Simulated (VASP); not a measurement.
Write the native input for VASP 6.6.1 that does the following.

```yaml
Task: single point
Functional: r2SCAN
Potentials_or_basis: VASP PAW PBE potentials, release 64 (Ca_sv, Se)
Cutoff: 520 eV
k_mesh: 4 × 4 × 4
Occupations: gaussian, width 0.1 eV
Spin: no spin polarisation
Dipole_correction: no
Further_INCAR_settings: ALGO = Normal; EDIFF = 1e-06; NBANDS = 15
```

The system is CaSe.

```
Ca Se
1.0
     0.00000    2.97024    2.97024
     2.97024    0.00000    2.97024
     2.97024    2.97024    0.00000
Ca Se
1 1
Direct
  0.00000 0.00000 0.00000
  0.50000 0.50000 0.50000
```

One way to write it, as run:

POSCAR

```
CaSe
1.0
    0.0000000000      2.9702381052      2.9702381052
    2.9702381052      0.0000000000      2.9702381052
    2.9702381052      2.9702381052      0.0000000000
Ca Se
1 1
Direct
    0.0000000000      0.0000000000      0.0000000000
    0.5000000000      0.5000000000      0.5000000000
```

INCAR.step1

```
PREC     = Accurate       # precision mode
ENCUT    = 520            # plane-wave cutoff, eV
ISMEAR   = 0              # smearing method
SIGMA    = 0.1            # smearing width, eV
LREAL    = F              # projectors in reciprocal space
LASPH    = T              # aspherical terms in the spheres
NELM     = 60             # most SCF steps
NBANDS   = 15             # bands
GGA      = PE             # functional
ALGO     = Normal         # electronic algorithm
EDIFF    = 1E-4           # SCF threshold, eV
LWAVE    = T              # write WAVECAR
LCHARG   = F              # write CHGCAR
```

INCAR.step2

```
PREC     = Accurate       # precision mode
ENCUT    = 520            # plane-wave cutoff, eV
EDIFF    = 1E-6           # SCF threshold, eV
ISMEAR   = 0              # smearing method
SIGMA    = 0.1            # smearing width, eV
LREAL    = F              # projectors in reciprocal space
LASPH    = T              # aspherical terms in the spheres
NELM     = 60             # most SCF steps
ALGO     = Normal         # electronic algorithm
ISIF     = 2              # what is computed and relaxed
LWAVE    = F              # write WAVECAR
LCHARG   = F              # write CHGCAR
METAGGA  = R2SCAN         # meta-GGA
LMIXTAU  = T            
NBANDS   = 15             # bands
ISTART   = 1
```

KPOINTS

```
regular mesh
0
Gamma
  4 4 4
```

Potentials or basis: VASP PAW PBE potentials, release 64 (Ca_sv, Se).

Run with:

```bash
$ cat potpaw_PBE.64/Ca_sv/POTCAR potpaw_PBE.64/Se/POTCAR > POTCAR
$ cp INCAR.step1 INCAR
$ mpirun -np 1 vasp_std > vasp.out
$ cp INCAR.step2 INCAR
$ mpirun -np 1 vasp_std > vasp.out
```

It gave:

```yaml
Pressure: 0.2 GPa
Band_gap_on_the_k_mesh: 2.52 eV, indirect (least direct gap 3.45 eV)
```

Caveat: the k points lie up to 0.46 Å⁻¹ apart; the PAW data sets were made with another functional, which shifts forces and pressure a little.

It took 59 s on 1 thread of AMD EPYC 7R13, on a shared host, peak memory 0.16 GiB.
